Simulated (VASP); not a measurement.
# CsPbCl3 (Pm-3m) in VASP: a series of runs

CsPbCl3 is run at these levels: PBE; tasks: single point.

Everything below comes from runs of VASP 6.6.1. Logs are shortened: lines on timing, memory, paths and dates and some standing lists are left out, and cuts for length are marked.

## (1) The cell of the first run

Symmetry: Pm-3m, No. 221, cubic system. The conventional cell has a = 5.618 Å, b = 5.618 Å, c = 5.618 Å, α = 90.00°, β = 90.00°, γ = 90.00°. Within 5.2 Å of Cs (site symmetry m-3m) lie 12 Cl at 3.97 Å and 8 Pb at 4.87 Å. Within 3.7 Å of Pb (site symmetry m-3m) lie 6 Cl at 2.81 Å. Within 3.7 Å of Cl (site symmetry 4/mmm) lie 2 Pb at 2.81 Å.

## (2) Single point, PBE (35.47 Å³/atom)

File INCAR:

```
SYSTEM = CsPbCl3
PREC = Accurate
ENCUT = 500
EDIFF = 1E-6
ISMEAR = 0
SIGMA = 0.02
LREAL = .FALSE.
LASPH = .TRUE.
NELM = 120
ALGO = Normal
ISIF = 2
LWAVE = .FALSE.
LCHARG = .TRUE.
GGA = PE
LELF = .TRUE.
LVHAR = .TRUE.
NBANDS = 30
GGA_COMPAT = .FALSE.
```

File KPOINTS:

```
Automatic mesh
0
G
  6 6 6
  0 0 0
```

File POSCAR:

```
CsPbCl3
1.0
    5.6181937025      0.0000000000      0.0000000000
    0.0000000000      5.6181937025      0.0000000000
    0.0000000000      0.0000000000      5.6181937025
Cs Pb Cl
1 1 3
Direct
    0.0000000000      0.0000000000      0.0000000000
    0.5000000000      0.5000000000      0.5000000000
    0.5000000000      0.5000000000      0.0000000000
    0.0000000000      0.5000000000      0.5000000000
    0.5000000000      0.0000000000      0.5000000000
```

Potentials or basis: VASP PAW PBE potentials, release 64 (Cs_sv, Pb_d, Cl).

Command:

```
$ cat potpaw_PBE.64/Cs_sv/POTCAR potpaw_PBE.64/Pb_d/POTCAR potpaw_PBE.64/Cl/POTCAR > POTCAR
$ mpirun -np 1 vasp_std > vasp.out
```

OUTCAR:

```text
SYSTEM = CsPbCl3
   PREC = Accurate
   ENCUT = 500
   EDIFF = 1E-6
   ISMEAR = 0
   LREAL = .FALSE.
   LASPH = .TRUE.
   NELM = 120
   ISIF = 2
   GGA = PE

 ion  position               nearest neighbor table
   1  0.000  0.000  0.000-
   2  0.500  0.500  0.500-   3 2.81   4 2.81   5 2.81   3 2.81   5 2.81   4 2.81
   3  0.500  0.500  0.000-   2 2.81   2 2.81
   4  0.000  0.500  0.500-   2 2.81   2 2.81
   5  0.500  0.000  0.500-   2 2.81   2 2.81

  LATTYP: Found a simple cubic cell.
 ALAT       =     5.6181937025

  Lattice vectors:

 A1 = (   5.6181937025,   0.0000000000,   0.0000000000)
 A2 = (   0.0000000000,   5.6181937025,   0.0000000000)
 A3 = (   0.0000000000,   0.0000000000,   5.6181937025)

Analysis of symmetry for initial positions (statically):
=====================================================================
 Subroutine PRICEL returns:
 Original cell was already a primitive cell.

 Routine SETGRP: Setting up the symmetry group for a
 simple cubic supercell.

 Subroutine GETGRP returns: Found 48 space group operations
 (whereof 48 operations were pure point group operations)
 out of a pool of 48 trial point group operations.

The static configuration has the point symmetry O_h .

Analysis of symmetry for dynamics (positions and initial velocities):
=====================================================================
 Subroutine PRICEL returns:
 Original cell was already a primitive cell.

 Routine SETGRP: Setting up the symmetry group for a
 simple cubic supercell.

 Subroutine GETGRP returns: Found 48 space group operations
 (whereof 48 operations were pure point group operations)
 out of a pool of 48 trial point group operations.

The dynamic configuration has the point symmetry O_h .

 Subroutine INISYM returns: Found 48 space group operations
 (whereof 48 operations are pure point group operations),
 and found     1 'primitive' translations

----------------------------------------------------------------------------------------

                                     Primitive cell

  volume of cell :     177.3332

  direct lattice vectors                    reciprocal lattice vectors
     5.618193703  0.000000000  0.000000000     0.177993151  0.000000000  0.000000000
     0.000000000  5.618193703  0.000000000     0.000000000  0.177993151  0.000000000
[... 86 lines left out ...]
   EDIFF  = 0.1E-05   stopping-criterion for ELM
   LREAL  =      F    real-space projection
   EDIFFG = 0.1E-04   stopping-criterion for IOM
   NSW    =      0    number of steps for IOM
   IBRION =     -1    ionic relax: 0-MD 1-quasi-New 2-CG
   NFREE  =      0    steps in history (QN), initial steepest desc. (CG)
   ISIF   =      2    stress and relaxation
   ISYM   =      2    0-nonsym 1-usesym 2-fastsym
   POTIM  = 0.5000    time-step for ionic-motion
   TEBEG  =    0.0;   TEEND  =   0.0 temperature during run
   PSTRESS=    0.0 pullay stress
   NELECT =      44.0000    total number of electrons
   NUPDOWN=      -1.0000    fix difference up-down
   EMIN   =  10.00;   EMAX   =-10.00  energy-range for DOS
   EFERMI =   0.00;   METHOD = LEGACY
   ISMEAR =     0;   SIGMA  =   0.02  broadening in eV -4-tet -1-fermi 0-gaus
   EFERMI_NEDOS =   21; number of points for ismear=-14 and -15
   IALGO  =     38    algorithm
   IMIX   =      4    mixing-type and parameters
     AMIX     =   0.40;   BMIX     =  1.00
     AMIX_MAG =   1.60;   BMIX_MAG =  1.00
  volume/ion in A,a.u.               =      35.47       239.34
  Fermi-wavevector in a.u.,A,eV,Ry     =   1.028716  1.943992 14.398468  1.058258
  Thomas-Fermi vector in A             =   2.162727
   LORBIT       =      0    0 simple, 1 ext, 2 COOP (PROOUT), +10 PAW based schemes
   GGA     = PE    functional components
   LHFCALC =     F    Hartree Fock is set to
   AEXX    =    0.0000 exact exchange contribution
   IVDW    =     0    specifies the selected vdW correction
   LEPSILON=     F    determine dielectric tensor
   LRPA    =     F    only Hartree local field effects (RPA)
 non-spin polarized calculation
 Gauss-broadening in eV      SIGMA  =   0.02
  energy-cutoff  :      500.00
  volume of cell :      177.33
 maximum number of plane-waves:      4632
 NGX is ok and might be reduce to    42
   NGX = 21   NGY = 21   NGZ = 21

 number of electron      44.0000009 magnetization

 Free energy of the ion-electron system (eV)
  ---------------------------------------------------
  ext. energy  EPLUGINS =         0.00000000
  ---------------------------------------------------
  free energy    TOTEN  =       -17.51262216 eV

  energy without entropy =      -17.51262216  energy(sigma->0) =      -17.51262216

 E-fermi :   1.8062     XC(G=0):  -7.7904

 val. band max:        1.7161662744   @ k =   0.5000   0.5000   0.5000
 cond. band min:       3.6876424217   @ k =   0.5000   0.5000   0.5000
 fundamental gap:      1.9714761473
 Fermi energy:         1.8062153673

 k-point     1 :       0.0000    0.0000    0.0000
  band No.  band energies     occupation
      1     -19.6201      2.00000
      2     -15.0656      2.00000
      3     -15.0656      2.00000
      4     -14.8294      2.00000
      5     -14.8294      2.00000
      6     -14.8294      2.00000
[... 649 lines left out ...]
     29       7.3124      0.00000
     30       8.5026      0.00000

------------------------ aborting loop because EDIFF is reached ----------------------------------------

  FORCE on cell =-STRESS in cart. coord.  units (eV):
  Direction    XX          YY          ZZ          XY          YZ          ZX
  --------------------------------------------------------------------------------------
  -------------------------------------------------------------------------------------
  Total        1.6708945      1.6708945      1.6708945     -0.0000000      0.0000000     -0.0000000
  in kB       15.0962645     15.0962645     15.0962645     -0.0000000      0.0000000     -0.0000000
  external PRESSURE =      15.0962645 kB  Pullay stress =       0.0000000 kB

 VOLUME and BASIS-vectors are now :
 -----------------------------------------------------------------------------
  energy-cutoff  :      500.00
  volume of cell :      177.33
      direct lattice vectors                 reciprocal lattice vectors
     5.618193703  0.000000000  0.000000000     0.177993151  0.000000000  0.000000000
     0.000000000  5.618193703  0.000000000     0.000000000  0.177993151  0.000000000
     0.000000000  0.000000000  5.618193703     0.000000000  0.000000000  0.177993151

 POSITION                                       TOTAL-FORCE (eV/Angst)
 -----------------------------------------------------------------------------------
      0.00000      0.00000      0.00000         0.000000      0.000000      0.000000
      2.80910      2.80910      2.80910         0.000000      0.000000      0.000000
      2.80910      2.80910      0.00000         0.000000      0.000000      0.000000
      0.00000      2.80910      2.80910         0.000000      0.000000      0.000000
      2.80910      0.00000      2.80910         0.000000      0.000000      0.000000
 -----------------------------------------------------------------------------------
    total drift:                                0.000000     -0.000000     -0.000000

  FREE ENERGIE OF THE ION-ELECTRON SYSTEM (eV)
  ---------------------------------------------------
  free  energy   TOTEN  =       -17.5126221583 eV

  energy  without entropy=      -17.5126221583  energy(sigma->0) =      -17.51262216
```

OSZICAR:

```text
N       E                     dE             d eps       ncg     rms          rms(c)
DAV:   1     0.402169361407E+03    0.40217E+03   -0.18892E+04  1200   0.130E+03
DAV:   2     0.314605358949E+02   -0.37071E+03   -0.35229E+03  1428   0.310E+02
DAV:   3    -0.165428618358E+02   -0.48003E+02   -0.47475E+02  1508   0.120E+02
DAV:   4    -0.183083596049E+02   -0.17655E+01   -0.17605E+01  1538   0.290E+01
DAV:   5    -0.183691952229E+02   -0.60836E-01   -0.60826E-01  1542   0.457E+00    0.535E+00
DAV:   6    -0.175375413021E+02    0.83165E+00   -0.14830E+00  1730   0.126E+01    0.347E+00
DAV:   7    -0.174993297950E+02    0.38212E-01   -0.59666E-01  1798   0.445E+00    0.190E+00
DAV:   8    -0.175142317271E+02   -0.14902E-01   -0.78726E-02  1736   0.226E+00    0.275E-01
DAV:   9    -0.175120344491E+02    0.21973E-02   -0.17494E-02  1866   0.107E+00    0.130E-01
DAV:  10    -0.175125523360E+02   -0.51789E-03   -0.18935E-03  1478   0.256E-01    0.520E-02
DAV:  11    -0.175126202538E+02   -0.67918E-04   -0.16849E-04  1638   0.103E-01    0.123E-02
DAV:  12    -0.175126221406E+02   -0.18868E-05   -0.26105E-05  1610   0.603E-02    0.392E-03
DAV:  13    -0.175126221583E+02   -0.17733E-07   -0.23178E-06  1460   0.111E-02
   1 F= -.17512622E+02 E0= -.17512622E+02  d E =-.820240E-13
```

stdout:

```text
POSCAR found type information on POSCAR CsPbCl
 POSCAR found :  3 types and       5 ions
 scaLAPACK will be used
 LDA part: xc-table for (Slater+PW92), standard interpolation
 POSCAR, INCAR and KPOINTS ok, starting setup
 FFT: planning ... GRIDC
 FFT: planning ... GRID_SOFT
 FFT: planning ... GRID
 WAVECAR not read
 entering main loop
```

Run time: 49 s. Hardware: 1 thread of Intel Xeon 6975P-C (Granite Rapids), shared host; peak memory 0.3 GiB.

What came out:

| Item | Value |
| --- | --- |
| Free energy | -17.5126 eV |
| Pressure | 1.5 GPa |
| Band gap on the k mesh | 1.97 eV |

Caveat: spin-orbit coupling is left out, which moves the levels of the heavy elements. A k mesh can miss the band edges.

## (3) Single point, PBE (36.60 Å³/atom)

This run uses another cell than the first one, of 36.60 Å³/atom.

File INCAR:

```
PREC = Accurate ; ENCUT = 500
EDIFF = 1E-6 ; ISMEAR = 0
SIGMA = 0.02 ; LREAL = F
LASPH = T ; NELM = 120
ALGO = Normal ; ISIF = 2
LWAVE = F ; LCHARG = F
GGA = PE ; NBANDS = 30
GGA_COMPAT = F
```

File KPOINTS:

```
Automatic mesh
0
Gamma
  6 6 6
```

Edit POSCAR of step 2 so:

```diff
@@ -2,5 +2,5 @@
 1.0
-    5.6181937025      0.0000000000      0.0000000000
-    0.0000000000      5.6181937025      0.0000000000
-    0.0000000000      0.0000000000      5.6181937025
+    5.6773369298      0.0000000000      0.0000000000
+    0.0000000000      5.6773369298      0.0000000000
+    0.0000000000      0.0000000000      5.6773369298
 Cs Pb Cl
```

Potentials or basis: VASP PAW PBE potentials, release 64 (Cs_sv, Pb_d, Cl).

Command:

```
$ cat potpaw_PBE.64/Cs_sv/POTCAR potpaw_PBE.64/Pb_d/POTCAR potpaw_PBE.64/Cl/POTCAR > POTCAR
$ mpirun -np 1 vasp_std > vasp.out
```

Wall time 44 s (1 thread of Intel Xeon 6975P-C (Granite Rapids), shared host); peak memory 0.31 GiB.

It converged, with:

```yaml
Free_energy: -17.5526 eV
Pressure: 0.7 GPa
Band_gap_on_the_k_mesh: 2.10 eV
```

Levels at points of the mesh, in eV from the valence-band top:
| k point | band 19 | band 20 | band 21 | band 22 | band 23 | band 24 | band 25 | band 26 |
| --- | --- | --- | --- | --- | --- | --- | --- | --- |
| (0.00, 0.00, 0.00) | -2.35 | -2.26 | -2.26 | -2.26 | 3.53 | 4.55 | 4.55 | 5.45 |
| (0.50, 0.00, 0.00) | -2.44 | -2.35 | -2.35 | -1.55 | 3.10 | 4.86 | 5.38 | 5.38 |
| (0.50, 0.50, 0.00) | -2.52 | -2.50 | -1.96 | -0.75 | 2.64 | 2.64 | 5.01 | 5.57 |
| (0.50, 0.50, 0.50) | -1.95 | -1.95 | -1.95 | 0.00 | 2.10 | 2.10 | 2.10 | 5.30 |

Caveat: spin-orbit coupling is left out, which moves the levels of the heavy elements. A k mesh can miss the band edges.

## (4) Single point, PBE

This run uses another cell than the first one, of 37.73 Å³/atom.

File INCAR:

```
ALGO = Normal
EDIFF = 1E-6
ENCUT = 500
GGA = PE
GGA_COMPAT = False
ISIF = 2
ISMEAR = 0
LASPH = True
LCHARG = False
LREAL = False
LWAVE = False
NBANDS = 30
NELM = 120
PREC = Accurate
SIGMA = 0.02
```

File KPOINTS:

```
k-points
0
Gamma
  6 6 6
```

Edit POSCAR of step 3 so:

```diff
@@ -2,5 +2,5 @@
 1.0
-    5.6773369298      0.0000000000      0.0000000000
-    0.0000000000      5.6773369298      0.0000000000
-    0.0000000000      0.0000000000      5.6773369298
+    5.7352729408      0.0000000000      0.0000000000
+    0.0000000000      5.7352729408      0.0000000000
+    0.0000000000      0.0000000000      5.7352729408
 Cs Pb Cl
```

Command:

```
$ cat potpaw_PBE.64/Cs_sv/POTCAR potpaw_PBE.64/Pb_d/POTCAR potpaw_PBE.64/Cl/POTCAR > POTCAR
$ mpirun -np 1 vasp_std > vasp.out
```

Wall time 45 s (1 thread of Intel Xeon 6975P-C (Granite Rapids), shared host); peak memory 0.31 GiB.

Results (log left out):

* Free energy: -17.5651 eV
* Pressure: -0.1 GPa
* Band gap on the k mesh: 2.22 eV

Levels at points of the mesh, in eV from the valence-band top:
```
           k point  band 20  band 21  band 22  band 23  band 24  band 25
(0.00, 0.00, 0.00)    -2.04    -2.04    -2.04     3.67     4.75     4.75
(0.50, 0.00, 0.00)    -2.13    -2.13    -1.43     3.15     4.99     5.40
(0.50, 0.50, 0.00)    -2.28    -1.75    -0.70     2.72     2.72     5.04
(0.50, 0.50, 0.50)    -1.75    -1.75     0.00     2.22     2.22     2.22
```

Caveat: spin-orbit coupling is left out, which moves the levels of the heavy elements. A k mesh can miss the band edges.

## (5) Single point, PBE (38.86 Å³/atom)

This run uses another cell than the first one, of 38.86 Å³/atom.

File INCAR:

```
PREC = Accurate ; ENCUT = 500
EDIFF = 1E-6 ; ISMEAR = 0
SIGMA = 0.02 ; LREAL = False
LASPH = True ; NELM = 120
ALGO = Normal ; ISIF = 2
LWAVE = False ; LCHARG = False
GGA = PE ; NBANDS = 30
GGA_COMPAT = False
```

File KPOINTS:

```
Automatic mesh
0
Gamma
  6 6 6
```

Edit POSCAR of step 4 so:

```diff
@@ -2,5 +2,5 @@
 1.0
-    5.7352729408      0.0000000000      0.0000000000
-    0.0000000000      5.7352729408      0.0000000000
-    0.0000000000      0.0000000000      5.7352729408
+    5.7920615146      0.0000000000      0.0000000000
+    0.0000000000      5.7920615146      0.0000000000
+    0.0000000000      0.0000000000      5.7920615146
 Cs Pb Cl
```

Command:

```
$ cat potpaw_PBE.64/Cs_sv/POTCAR potpaw_PBE.64/Pb_d/POTCAR potpaw_PBE.64/Cl/POTCAR > POTCAR
$ mpirun -np 1 vasp_std > vasp.out
```

Run time: 49 s. Hardware: 1 thread of Intel Xeon 6975P-C (Granite Rapids), shared host; peak memory 0.31 GiB.

It converged, with:

```
Free energy            : -17.5544 eV
Pressure               : -0.7 GPa
Band gap on the k mesh : 2.32 eV
```

Levels at points of the mesh, in eV from the valence-band top:
| k point | band 20 | band 21 | band 22 | band 23 | band 24 | band 25 |
| --- | --- | --- | --- | --- | --- | --- |
| (0.00, 0.00, 0.00) | -1.84 | -1.84 | -1.84 | 3.80 | 4.93 | 4.93 |
| (0.50, 0.00, 0.00) | -1.92 | -1.92 | -1.33 | 3.19 | 5.10 | 5.41 |
| (0.50, 0.50, 0.00) | -2.07 | -1.57 | -0.65 | 2.79 | 2.79 | 5.07 |
| (0.50, 0.50, 0.50) | -1.56 | -1.56 | 0.00 | 2.32 | 2.32 | 2.32 |

Caveat: spin-orbit coupling is left out, which moves the levels of the heavy elements.

## (6) Summary

| cell | gap on the mesh (eV) | pressure (GPa) |
| --- | --- | --- |
| a = 5.618 Å, 5 atoms | 1.97 | 1.5 |
| a = 5.677 Å, 5 atoms | 2.10 | 0.7 |
| a = 5.735 Å, 5 atoms | 2.22 | -0.1 |
| a = 5.792 Å, 5 atoms | 2.32 | -0.7 |

Alike in all rows: task single point; level PBE; potentials or basis VASP PAW PBE potentials, release 64 (Cs_sv, Pb_d, Cl); no spin polarisation; k mesh 6 × 6 × 6; cutoff (eV) 500; smearing gaussian 0.02 eV.

Caveats: spin-orbit coupling is left out, which moves the levels of the heavy elements.

Absolute energies hang on the potentials; compare differences alone.
